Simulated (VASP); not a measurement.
# SnO2 (R-3m) in VASP: notebook

SnO2 is run at these levels: PBE; tasks: single point.

All numbers are computed with VASP 6.6.1; they aren't measurements. Logs are shortened: lines on timing, memory, paths and dates and some standing lists are left out, and cuts for length are marked.

**1. The cell of the first run**

The structure is trigonal, space group R-3m (No. 166). Conventional cell: a = 3.256 Å, b = 3.256 Å, c = 14.497 Å, α = 90.00°, β = 90.00°, γ = 120.00°. Sn (site symmetry -3m) has 6 O at 2.14 Å within 2.8 Å. Within 2.8 Å of O (site symmetry 3m) lie 3 Sn at 2.14 Å and 3 O at 2.78 Å.

**2. Single point, PBE (14.79 Å³/atom)**

File INCAR:

```
SYSTEM = SnO2
  ALGO = Normal
  EDIFF = 1E-6
  ENCUT = 520
  GGA = PE
  ISIF = 2
  ISMEAR = -1
  LASPH = .True.
  LCHARG = .False.
  LREAL = .False.
  LWAVE = .False.
  NBANDS = 20
  NELM = 100
  PREC = Accurate
  SIGMA = 0.05
```

File KPOINTS:

```
k-points
0
Gamma
  10 10 10
  0 0 0
```

File POSCAR:

```
SnO2
1.0
    1.6278026130      0.9398122768      4.8323855144
   -1.6278026130      0.9398122768      4.8323855144
    0.0000000000     -1.8796245536      4.8323855144
Sn O
1 2
Direct
    0.5000000000      0.5000000000      0.5000000000
    0.7628300000      0.7628300000      0.7628300000
    0.2371700000      0.2371700000      0.2371700000
```

Potentials or basis: VASP PAW PBE potentials, release 64 (Sn_d, O).

Started as:

```bash
cat potpaw_PBE.64/Sn_d/POTCAR potpaw_PBE.64/O/POTCAR > POTCAR
mpirun -np 1 vasp_std > vasp.out
```

OUTCAR:

```text
SYSTEM = SnO2
   EDIFF = 1E-6
   ENCUT = 520
   GGA = PE
   ISIF = 2
   ISMEAR = -1
   LASPH = .True.
   LREAL = .False.
   NELM = 100
   PREC = Accurate

 ion  position               nearest neighbor table
   1  0.500  0.500  0.500-   3 2.14   2 2.14   3 2.14   3 2.14   2 2.14   2 2.14
   2  0.763  0.763  0.763-   1 2.14   1 2.14   1 2.14
   3  0.237  0.237  0.237-   1 2.14   1 2.14   1 2.14

  LATTYP: Found a trigonal (rhomboedric) cell.
 ALAT       =     5.1850687770
 COS(alpha) =     0.8028828391

  Lattice vectors:

 A1 = (   1.6278026130,   0.9398122768,   4.8323855144)
 A2 = (  -1.6278026130,   0.9398122768,   4.8323855144)
 A3 = (   0.0000000000,  -1.8796245536,   4.8323855144)

Analysis of symmetry for initial positions (statically):
=====================================================================
 Subroutine PRICEL returns:
 Original cell was already a primitive cell.

 Routine SETGRP: Setting up the symmetry group for a
 trigonal (rhombohedral) supercell.

 Subroutine GETGRP returns: Found 12 space group operations
 (whereof 12 operations were pure point group operations)
 out of a pool of 12 trial point group operations.

The static configuration has the point symmetry D_3d.

Analysis of symmetry for dynamics (positions and initial velocities):
=====================================================================
 Subroutine PRICEL returns:
 Original cell was already a primitive cell.

 Routine SETGRP: Setting up the symmetry group for a
 trigonal (rhombohedral) supercell.

 Subroutine GETGRP returns: Found 12 space group operations
 (whereof 12 operations were pure point group operations)
 out of a pool of 12 trial point group operations.

The dynamic configuration has the point symmetry D_3d.

 Subroutine INISYM returns: Found 12 space group operations
 (whereof 12 operations are pure point group operations),
 and found     1 'primitive' translations

----------------------------------------------------------------------------------------

                                     Primitive cell

  volume of cell :      44.3563

  direct lattice vectors                    reciprocal lattice vectors
     1.627802613  0.939812277  4.832385514     0.307162549  0.177340380  0.068979044
    -1.627802613  0.939812277  4.832385514    -0.307162549  0.177340380  0.068979044
     0.000000000 -1.879624554  4.832385514     0.000000000 -0.354680761  0.068979044

  length of vectors
     5.185068777  5.185068777  5.185068777     0.361326100  0.361326100  0.361326100

  position of ions in fractional coordinates (direct lattice)
     0.500000000  0.500000000  0.500000000
     0.762830000  0.762830000  0.762830000
     0.237170000  0.237170000  0.237170000

  ion indices of the primitive-cell ions
   primitive index   ion index
                 1           1
                 2           2
                 3           3

----------------------------------------------------------------------------------------

 KPOINTS: k-points

Automatic generation of k-mesh.
 Grid dimensions read from file:
 generate k-points for:   10   10   10

 Generating k-lattice:

  Cartesian coordinates                     Fractional coordinates (reciprocal lattice)
     0.030716255  0.017734038  0.006897904     0.100000000  0.000000000  0.000000000
    -0.030716255  0.017734038  0.006897904     0.000000000  0.100000000  0.000000000
     0.000000000 -0.035468076  0.006897904     0.000000000  0.000000000  0.100000000

  Length of vectors
     0.036132610  0.036132610  0.036132610

  Shift w.r.t. Gamma in fractional coordinates (k-lattice)
     0.000000000  0.000000000  0.000000000

 Subroutine IBZKPT returns following result:
 ===========================================

 Found    116 irreducible k-points:

 Following reciprocal coordinates:
            Coordinates               Weight
  0.000000  0.000000  0.000000      1.000000
  0.100000  0.000000  0.000000      6.000000
  0.200000  0.000000  0.000000      6.000000
  0.300000  0.000000  0.000000      6.000000
  0.400000  0.000000  0.000000      6.000000
  0.500000  0.000000  0.000000      3.000000
[... 16 lines left out ...]
  0.300000  0.300000  0.000000      6.000000
  0.400000  0.300000  0.000000     12.000000
 [... further k-points ...]
   k-points           NKPTS =    116   k-points in BZ     NKDIM =    116   number of bands    NBANDS=     20
   number of dos      NEDOS =    301   number of ions     NIONS =      3
   total plane-waves  NPLWV =  64000
   dimension x,y,z NGX =    40 NGY =   40 NGZ =   40
   dimension x,y,z NGXF=    80 NGYF=   80 NGZF=   80
   ions per type =               1   2
   NGX,Y,Z   is equivalent  to a cutoff of  12.82, 12.82, 12.82 a.u.
   NGXF,Y,Z  is equivalent  to a cutoff of  25.65, 25.65, 25.65 a.u.
 SYSTEM =  SnO2
   PREC   = accura    normal or accurate (medium, high low for compatibility)
   ISTART =      0    job   : 0-new  1-cont  2-samecut
   ICHARG =      2    charge: 1-file 2-atom 10-const
   ISPIN  =      1    spin polarized calculation?
   LNONCOLLINEAR =      F non collinear calculations
   LSORBIT =      F    spin-orbit coupling
   LASPH  =      T    aspherical Exc in radial PAW
   ENCUT  =  520.0 eV  38.22 Ry    6.18 a.u.   9.64  9.64  9.64*2*pi/ulx,y,z
   NELM   =    100;   NELMIN=  2; NELMDL= -5     # of ELM steps
   EDIFF  = 0.1E-05   stopping-criterion for ELM
   LREAL  =      F    real-space projection
   EDIFFG = 0.1E-04   stopping-criterion for IOM
   NSW    =      0    number of steps for IOM
   IBRION =     -1    ionic relax: 0-MD 1-quasi-New 2-CG
   NFREE  =      0    steps in history (QN), initial steepest desc. (CG)
   ISIF   =      2    stress and relaxation
   ISYM   =      2    0-nonsym 1-usesym 2-fastsym
   POTIM  = 0.5000    time-step for ionic-motion
   TEBEG  =    0.0;   TEEND  =   0.0 temperature during run
   PSTRESS=    0.0 pullay stress
   NELECT =      26.0000    total number of electrons
   NUPDOWN=      -1.0000    fix difference up-down
   EMIN   =  10.00;   EMAX   =-10.00  energy-range for DOS
   EFERMI =   0.00;   METHOD = LEGACY
   ISMEAR =    -1;   SIGMA  =   0.05  broadening in eV -4-tet -1-fermi 0-gaus
   EFERMI_NEDOS =   21; number of points for ismear=-14 and -15
   IALGO  =     38    algorithm
   IMIX   =      4    mixing-type and parameters
     AMIX     =   0.40;   BMIX     =  1.00
     AMIX_MAG =   1.60;   BMIX_MAG =  1.00
  volume/ion in A,a.u.               =      14.79        99.78
  Fermi-wavevector in a.u.,A,eV,Ry     =   1.370085  2.589084 25.539929  1.877132
  Thomas-Fermi vector in A             =   2.495902
   LORBIT       =      0    0 simple, 1 ext, 2 COOP (PROOUT), +10 PAW based schemes
   GGA     = PE    functional components
   LHFCALC =     F    Hartree Fock is set to
   AEXX    =    0.0000 exact exchange contribution
   IVDW    =     0    specifies the selected vdW correction
   LEPSILON=     F    determine dielectric tensor
   LRPA    =     F    only Hartree local field effects (RPA)
 non-spin polarized calculation
  energy-cutoff  :      520.00
  volume of cell :       44.36
 maximum number of plane-waves:      1212
   NGX = 19   NGY = 19   NGZ = 19

 number of electron      26.0000000 magnetization

 Free energy of the ion-electron system (eV)
  ---------------------------------------------------
  ext. energy  EPLUGINS =         0.00000000
  ---------------------------------------------------
  free energy    TOTEN  =       -18.19336754 eV

  energy without entropy =      -18.19336754  energy(sigma->0) =      -18.19336754

 E-fermi :   4.1319     XC(G=0):  -9.8942

 val. band max:        3.1129084846   @ k =  -0.2000   0.2000   0.0000
 cond. band min:       4.9048194404   @ k =   0.0000   0.0000   0.0000
 fundamental gap:      1.7919109558
 Fermi energy:         4.1319292020

 k-point     1 :       0.0000    0.0000    0.0000
  band No.  band energies     occupation
      1     -16.9041      2.00000
      2     -16.7175      2.00000
      3     -16.7175      2.00000
      4     -16.5617      2.00000
      5     -16.5617      2.00000
      6     -14.7246      2.00000
[... 12 lines left out ...]
     19      20.0618      0.00000
     20      20.0627      0.00000

 k-point     2 :       0.1000    0.0000    0.0000
  band No.  band energies     occupation
      1     -16.8758      2.00000
      2     -16.7836      2.00000
      3     -16.6990      2.00000
      4     -16.5786      2.00000
      5     -16.5615      2.00000
      6     -14.6535      2.00000
[... 12 lines left out ...]
     19      18.2577      0.00000
     20      20.1248      0.00000

 k-point     3 :       0.2000    0.0000    0.0000
  band No.  band energies     occupation
      1     -16.9970      2.00000
      2     -16.7681      2.00000
      3     -16.6602      2.00000
      4     -16.6027      2.00000
      5     -16.5506      2.00000
      6     -14.4334      2.00000
[... 12 lines left out ...]
     19      16.8282      0.00000
     20      20.3842      0.00000

 k-point     4 :       0.3000    0.0000    0.0000
  band No.  band energies     occupation
      1     -17.2110      2.00000
      2     -16.6985      2.00000
      3     -16.6419      2.00000
      4     -16.6011      2.00000
      5     -16.5063      2.00000
      6     -14.0870      2.00000
[... 12 lines left out ...]
     19      15.9562      0.00000
     20      19.0617      0.00000

 k-point     5 :       0.4000    0.0000    0.0000
  band No.  band energies     occupation
      1     -17.3694      2.00000
      2     -16.6919      2.00000
      3     -16.6432      2.00000
      4     -16.5559      2.00000
      5     -16.4531      2.00000
      6     -13.7265      2.00000
[... 12 lines left out ...]
     19      15.7753      0.00000
     20      17.4549      0.00000
[... 353 lines left out ...]
      6     -13.3409      2.00000
[... 12 lines left out ...]
     19      16.4042      0.00000
     20      17.1769      0.00000

 k-point    22 :      -0.2000    0.2000    0.0000
  band No.  band energies     occupation
      1     -17.1882      2.00000
      2     -16.8143      2.00000
      3     -16.6247      2.00000
      4     -16.6230      2.00000
      5     -16.4903      2.00000
      6     -13.8010      2.00000
[... 12 lines left out ...]
     19      16.4853      0.00000
     20      17.9386      0.00000

 k-point    23 :       0.3000    0.3000    0.0000
  band No.  band energies     occupation
      1     -17.2100      2.00000
      2     -16.6977      2.00000
      3     -16.6416      2.00000
      4     -16.6015      2.00000
      5     -16.5063      2.00000
      6     -14.0891      2.00000
[... 12 lines left out ...]
     19      15.6566      0.00000
     20      21.0350      0.00000

 k-point    24 :       0.4000    0.3000    0.0000
  band No.  band energies     occupation
      1     -17.2734      2.00000
      2     -16.7253      2.00000
      3     -16.6574      2.00000
      4     -16.5852      2.00000
      5     -16.4807      2.00000
      6     -13.7985      2.00000
[... 12 lines left out ...]
     19      16.0859      0.00000
     20      19.9276      0.00000

 [... further k-points ...]
[... 5 lines left out ...]
  --------------------------------------------------------------------------------------
  -------------------------------------------------------------------------------------
  Total       -0.8264296     -0.8264296     -0.5973953      0.0000000      0.0000000      0.0000000
  in kB      -29.8511285    -29.8511285    -21.5782725      0.0000000      0.0000000      0.0000000
  external PRESSURE =     -27.0935099 kB  Pullay stress =       0.0000000 kB

 VOLUME and BASIS-vectors are now :
 -----------------------------------------------------------------------------
  energy-cutoff  :      520.00
  volume of cell :       44.36
      direct lattice vectors                 reciprocal lattice vectors
     1.627802613  0.939812277  4.832385514     0.307162549  0.177340380  0.068979044
    -1.627802613  0.939812277  4.832385514    -0.307162549  0.177340380  0.068979044
     0.000000000 -1.879624554  4.832385514     0.000000000 -0.354680761  0.068979044

 POSITION                                       TOTAL-FORCE (eV/Angst)
 -----------------------------------------------------------------------------------
      0.00000      0.00000      7.24858         0.000000      0.000000     -0.000000
      0.00000      0.00000     11.05887        -0.000000     -0.000000      0.282130
      0.00000      0.00000      3.43829        -0.000000     -0.000000     -0.282130
 -----------------------------------------------------------------------------------
    total drift:                                0.000000      0.000000      0.000000

  FREE ENERGIE OF THE ION-ELECTRON SYSTEM (eV)
  ---------------------------------------------------
  free  energy   TOTEN  =       -18.1933675401 eV

  energy  without entropy=      -18.1933675393  energy(sigma->0) =      -18.19336754
```

Wall time 3.9 min (1 thread of Intel Xeon 8259CL, shared host); peak memory 0.3 GiB.

Results:

```
Free energy            : -18.1934 eV
Pressure               : -2.7 GPa
Largest force          : 0.282 eV/Å
Band gap on the k mesh : 1.79 eV (least direct gap 1.89 eV)
```

Forces on the atoms (eV/Å):
```
Sn   0.000  0.000  0.000
O    0.000  0.000  0.282
O    0.000  0.000 -0.282
```

Stress tensor (GPa, compression positive):
```
-2.99  0.00  0.00
 0.00 -2.99  0.00
 0.00  0.00 -2.16
```

Caveat: spin-orbit coupling is left out, which moves the levels of the heavy elements.

**3. Single point, PBE (15.08 Å³/atom)**

This run uses another cell than the first one, of 15.08 Å³/atom.

File INCAR:

```
PREC = Accurate ; ENCUT = 520
EDIFF = 1E-6 ; ISMEAR = -1
SIGMA = 0.05 ; LREAL = F
LASPH = T ; NELM = 100
ALGO = Normal ; ISIF = 2
LWAVE = F ; LCHARG = T
GGA = PE ; LELF = T
LVHAR = T ; NBANDS = 20
```

File KPOINTS:

```
regular mesh
0
Gamma
  10 10 10
```

File POSCAR:

```
SnO2
1.0
    1.6383730560      0.9459151249      4.8637655204
   -1.6383730560      0.9459151249      4.8637655204
    0.0000000000     -1.8918302499      4.8637655204
Sn O
1 2
Direct
    0.5000000000      0.5000000000      0.5000000000
    0.7628300000      0.7628300000      0.7628300000
    0.2371700000      0.2371700000      0.2371700000
```

Potentials or basis: VASP PAW PBE potentials, release 64 (Sn_d, O).

Started as:

```bash
cat potpaw_PBE.64/Sn_d/POTCAR potpaw_PBE.64/O/POTCAR > POTCAR
mpirun -np 1 vasp_std > vasp.out
```

It took 4.5 min on 1 thread of Intel Xeon 8259CL, shared host; peak memory 0.3 GiB.

The run converged. Its results:

| Quantity | Value |
| --- | --- |
| Free energy | -18.1731 eV |
| Pressure | -5.1 GPa |
| Largest force | 0.464 eV/Å |
| Band gap on the k mesh | 1.68 eV (least direct gap 1.76 eV) |

Forces on the atoms (eV/Å):
```
Sn   0.000  0.000  0.000
O    0.000  0.000  0.464
O    0.000  0.000 -0.464
```

Stress tensor (GPa, compression positive):
```
-5.86  0.00  0.00
 0.00 -5.86  0.00
 0.00  0.00 -3.56
```

Levels at points of the mesh, in eV from the valence-band top:
```csv
k point,band 11,band 12,band 13,band 14,band 15,band 16
"(0.00, 0.00, 0.00)",-0.90,-0.90,-0.08,1.68,5.51,10.65
"(0.50, 0.00, 0.00)",-1.40,-0.60,-0.52,4.92,7.45,9.74
"(0.50, 0.50, 0.00)",-1.09,-0.47,-0.03,4.68,6.68,10.32
"(0.50, 0.50, 0.50)",-1.14,-0.85,-0.85,2.88,5.41,10.81
```

Caveat: the cell stands under tension; spin-orbit coupling is left out, which moves the levels of the heavy elements. A k mesh can miss the band edges.
